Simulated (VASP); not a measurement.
# Ce (Fd-3m) in VASP: single point with PBEsol

Aim: the single point of Ce with PBEsol.

Program: VASP 6.6.1. These are calculated values, not measurements. Logs are shortened: lines on timing, memory, paths and dates and some standing lists are left out, and cuts for length are marked.

### Step 1. The cell of the first run

It takes space group Fd-3m (No. 227, cubic). The conventional cell has a = 6.148 Å, b = 6.148 Å, c = 6.148 Å, α = 90.00°, β = 90.00°, γ = 90.00°. Within 3.5 Å of Ce (site symmetry -43m) lie 4 Ce at 2.66 Å.

### Step 2. Single point, PBEsol

File INCAR:

```
ALGO = Normal
EDIFF = 1E-6
ENCUT = 520
GGA = PS
ISIF = 2
ISMEAR = -1
LASPH = True
LCHARG = False
LREAL = False
LWAVE = False
NBANDS = 19
NELM = 100
PREC = Accurate
SIGMA = 0.13605693000000002
```

File KPOINTS:

```
k-points
0
Gamma
  8 8 8
```

File POSCAR:

```
Ce
1.0
    0.0000000000      3.0737640173      3.0737640173
    3.0737640173      0.0000000000      3.0737640173
    3.0737640173      3.0737640173      0.0000000000
Ce
2
Direct
    0.0000000000      0.0000000000      0.0000000000
    0.2500000000      0.2500000000      0.2500000000
```

Potentials or basis: VASP PAW PBE potentials, release 64 (Ce).

Run with:

```sh
> cat potpaw_PBE.64/Ce/POTCAR > POTCAR
> mpirun -np 1 vasp_std > vasp.out
```

OUTCAR:

```text
EDIFF = 1E-6
   ENCUT = 520
   GGA = PS
   ISIF = 2
   ISMEAR = -1
   LASPH = True
   LREAL = False
   NELM = 100
   PREC = Accurate

 ion  position               nearest neighbor table
   1  0.000  0.000  0.000-   2 2.66   2 2.66   2 2.66   2 2.66
   2  0.250  0.250  0.250-   1 2.66   1 2.66   1 2.66   1 2.66

  LATTYP: Found a face centered cubic cell.
 ALAT       =     6.1475280346

  Lattice vectors:

 A1 = (   0.0000000000,   3.0737640173,   3.0737640173)
 A2 = (   3.0737640173,   0.0000000000,   3.0737640173)
 A3 = (   3.0737640173,   3.0737640173,   0.0000000000)

Analysis of symmetry for initial positions (statically):
=====================================================================
 Subroutine PRICEL returns:
 Original cell was already a primitive cell.

 Routine SETGRP: Setting up the symmetry group for a
 face centered cubic supercell.

 Subroutine GETGRP returns: Found 48 space group operations
 (whereof 24 operations were pure point group operations)
 out of a pool of 48 trial point group operations.

The static configuration has the point symmetry T_d .
 The point group associated with its full space group is O_h .

Analysis of symmetry for dynamics (positions and initial velocities):
=====================================================================
 Subroutine PRICEL returns:
 Original cell was already a primitive cell.

 Routine SETGRP: Setting up the symmetry group for a
 face centered cubic supercell.

 Subroutine GETGRP returns: Found 48 space group operations
 (whereof 24 operations were pure point group operations)
 out of a pool of 48 trial point group operations.

The dynamic configuration has the point symmetry T_d .
 The point group associated with its full space group is O_h .

 Subroutine INISYM returns: Found 48 space group operations
 (whereof 24 operations are pure point group operations),
 and found     1 'primitive' translations

----------------------------------------------------------------------------------------

                                     Primitive cell

  volume of cell :      58.0820

  direct lattice vectors                    reciprocal lattice vectors
     0.000000000  3.073764017  3.073764017    -0.162667009  0.162667009  0.162667009
[... 75 lines left out ...]
   NGXF,Y,Z  is equivalent  to a cutoff of  24.48, 24.48, 24.48 a.u.
 SYSTEM =  unknown system
   PREC   = accura    normal or accurate (medium, high low for compatibility)
   ISTART =      0    job   : 0-new  1-cont  2-samecut
   ICHARG =      2    charge: 1-file 2-atom 10-const
   ISPIN  =      1    spin polarized calculation?
   LNONCOLLINEAR =      F non collinear calculations
   LSORBIT =      F    spin-orbit coupling
   LASPH  =      T    aspherical Exc in radial PAW
   ENCUT  =  520.0 eV  38.22 Ry    6.18 a.u.   8.08  8.08  8.08*2*pi/ulx,y,z
   NELM   =    100;   NELMIN=  2; NELMDL= -5     # of ELM steps
   EDIFF  = 0.1E-05   stopping-criterion for ELM
   LREAL  =      F    real-space projection
   EDIFFG = 0.1E-04   stopping-criterion for IOM
   NSW    =      0    number of steps for IOM
   IBRION =     -1    ionic relax: 0-MD 1-quasi-New 2-CG
   NFREE  =      0    steps in history (QN), initial steepest desc. (CG)
   ISIF   =      2    stress and relaxation
   ISYM   =      2    0-nonsym 1-usesym 2-fastsym
   POTIM  = 0.5000    time-step for ionic-motion
   TEBEG  =    0.0;   TEEND  =   0.0 temperature during run
   PSTRESS=    0.0 pullay stress
   NELECT =      24.0000    total number of electrons
   NUPDOWN=      -1.0000    fix difference up-down
   EMIN   =  10.00;   EMAX   =-10.00  energy-range for DOS
   EFERMI =   0.00;   METHOD = LEGACY
   ISMEAR =    -1;   SIGMA  =   0.14  broadening in eV -4-tet -1-fermi 0-gaus
   EFERMI_NEDOS =   21; number of points for ismear=-14 and -15
   IALGO  =     38    algorithm
   IMIX   =      4    mixing-type and parameters
     AMIX     =   0.40;   BMIX     =  1.00
     AMIX_MAG =   1.60;   BMIX_MAG =  1.00
  volume/ion in A,a.u.               =      29.04       195.98
  Fermi-wavevector in a.u.,A,eV,Ry     =   1.219358  2.304253 20.229619  1.486835
  Thomas-Fermi vector in A             =   2.354613
   LORBIT       =      0    0 simple, 1 ext, 2 COOP (PROOUT), +10 PAW based schemes
   GGA     = PS    functional components
   LHFCALC =     F    Hartree Fock is set to
   AEXX    =    0.0000 exact exchange contribution
   IVDW    =     0    specifies the selected vdW correction
   LEPSILON=     F    determine dielectric tensor
   LRPA    =     F    only Hartree local field effects (RPA)
 non-spin polarized calculation
  energy-cutoff  :      520.00
  volume of cell :       58.08
 maximum number of plane-waves:      1588
   NGX = 17   NGY = 17   NGZ = 17

 number of electron      24.0000002 magnetization

 Free energy of the ion-electron system (eV)
  ---------------------------------------------------
  ext. energy  EPLUGINS =         0.00000000
  ---------------------------------------------------
  free energy    TOTEN  =       -11.95656867 eV

  energy without entropy =      -11.50845601  energy(sigma->0) =      -11.73251234

 E-fermi :   7.6510     XC(G=0): -10.6605

 val. band max:        7.6464085536   @ k =  -0.3750   0.1250   0.0000
 cond. band min:       7.6808925103   @ k =   0.3750   0.0000   0.0000
 fundamental gap:      0.0344839567
 Fermi energy:         7.6510320699

 k-point     1 :       0.0000    0.0000    0.0000
  band No.  band energies     occupation
      1     -27.8692      2.00000
      2     -25.0811      2.00000
      3     -11.1104      2.00000
      4     -11.1104      2.00000
      5     -11.1104      2.00000
      6      -8.2036      2.00000
[... 505 lines left out ...]
      6      -8.4075      2.00000
[... 11 lines left out ...]
     18       8.7867      0.00047
     19       8.8846      0.00023

 [... further k-points ...]
[... 5 lines left out ...]
  --------------------------------------------------------------------------------------
  -------------------------------------------------------------------------------------
  Total       -0.0649109     -0.0649109     -0.0649109      0.0000000      0.0000000      0.0000000
  in kB       -1.7905500     -1.7905500     -1.7905500      0.0000000      0.0000000      0.0000000
  external PRESSURE =      -1.7905500 kB  Pullay stress =       0.0000000 kB

 VOLUME and BASIS-vectors are now :
 -----------------------------------------------------------------------------
  energy-cutoff  :      520.00
  volume of cell :       58.08
      direct lattice vectors                 reciprocal lattice vectors
     0.000000000  3.073764017  3.073764017    -0.162667009  0.162667009  0.162667009
     3.073764017  0.000000000  3.073764017     0.162667009 -0.162667009  0.162667009
     3.073764017  3.073764017  0.000000000     0.162667009  0.162667009 -0.162667009

 POSITION                                       TOTAL-FORCE (eV/Angst)
 -----------------------------------------------------------------------------------
      0.00000      0.00000      0.00000         0.000000      0.000000      0.000000
      1.53688      1.53688      1.53688        -0.000000     -0.000000     -0.000000
 -----------------------------------------------------------------------------------
    total drift:                               -0.000000      0.000000      0.000000

  FREE ENERGIE OF THE ION-ELECTRON SYSTEM (eV)
  ---------------------------------------------------
  free  energy   TOTEN  =       -11.9565686654 eV

  energy  without entropy=      -11.5084560149  energy(sigma->0) =      -11.73251234
```

Wall time 49 s (1 thread of AMD EPYC 7R43 (Zen 3), shared host); peak memory 0.16 GiB.

Results:

```
Free energy            : -11.9566 eV
Pressure               : -0.2 GPa
Band gap on the k mesh : zero (band 12 reaches 8.03 eV, above the bottom of band 13 at 7.39 eV)
```

Levels at points of the mesh, in eV from the Fermi level:
| k point | band 10 | band 11 | band 12 | band 13 | band 14 | band 15 |
| --- | --- | --- | --- | --- | --- | --- |
| (0.00, 0.00, 0.00) | -0.81 | -0.81 | 0.38 | 0.38 | 0.38 | 0.54 |
| (0.50, 0.00, 0.00) | -0.83 | -0.83 | -0.39 | -0.26 | -0.26 | 0.59 |
| (0.50, 0.50, 0.00) | -2.00 | -0.53 | -0.53 | 0.08 | 0.08 | 0.68 |

Caveat: the PAW data sets were made with another functional, which shifts forces and pressure a little; spin-orbit coupling is left out, which moves the levels of the heavy elements.
